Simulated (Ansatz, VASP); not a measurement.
## Two plane-wave programs on BaTe

The input INCAR:

```
SYSTEM = BaTe
PREC = Accurate
ENCUT = 520
EDIFF = 1E-6
ISMEAR = 0
SIGMA = 0.01
LREAL = .FALSE.
LASPH = .TRUE.
NELM = 150
ALGO = Normal
ISIF = 2
LWAVE = .FALSE.
LCHARG = .FALSE.
LNONCOLLINEAR = .TRUE.
MAGMOM = 0 0 0 0 0 0
LORBIT = 11
LSORBIT = .TRUE.
GGA_COMPAT = .FALSE.
LORBMOM = .TRUE.
GGA = PE
NBANDS = 28
```

KPOINTS

```
Automatic mesh
0
G
  6 6 6
  0 0 0
```

POSCAR

```
BaTe
1.0
    0.0000000000      3.5323868488      3.5323868488
    3.5323868488      0.0000000000      3.5323868488
    3.5323868488      3.5323868488      0.0000000000
Ba Te
1 1
Direct
    0.0000000000      0.0000000000      0.0000000000
    0.5000000000      0.5000000000      0.5000000000
```

Input for Ansatz:

```yaml
crystal:
  lattice:
    - [0.0, 3.5323868488, 3.5323868488]
    - [3.5323868488, 0.0, 3.5323868488]
    - [3.5323868488, 3.5323868488, 0.0]
  atoms:
    - { symbol: Ba, position: [0.0, 0.0, 0.0] }
    - { symbol: Te, position: [0.5, 0.5, 0.5] }
kpoints:
  mp_grid: { grid: [6, 6, 6] }
  band_path:
    path:
      - [0.0, 0.0, 0.0]
      - [0.5, 0.0, 0.5]
      - [0.625, 0.25, 0.625]
      - [0.375, 0.375, 0.75]
      - [0.5, 0.5, 0.5]
      - [0.5, 0.25, 0.75]
      - [0.0, 0.5, 0.5]
    npoints: 1
hamiltonian:
  xc: pbe
scf:
  occupations: { method: fixed }
  n_extra_bands: 8
magnetization:
  noncollinear: true
  spin_orbit: true
output:
  forces: true
  stress: true
  eigenvalues: true
```

Alike in both runs: task single point; functional PBE; k mesh 6 × 6 × 6; non-collinear spin, spin-orbit coupling.

|  | VASP | Ansatz |
| --- | --- | --- |
| version | VASP 6.6.1 | Ansatz 0.2.0 |
| potentials or method | VASP PAW PBE potentials, release 64 (Ba_sv, Te) | plane waves, PAW |
| plane-wave cutoff (eV) | 520 | 420 |
| occupations | gaussian, width 0.01 eV | fixed |
| valence electrons in the cell | 16 | 26 |

```tsv
	VASP	Ansatz	Ansatz less VASP
pressure (GPa)	0.3	0.0	-0.31
```

VASP's potentials hold 16 valence electrons a cell and Ansatz's 26, so a difference there can come from the potentials and not from the codes.
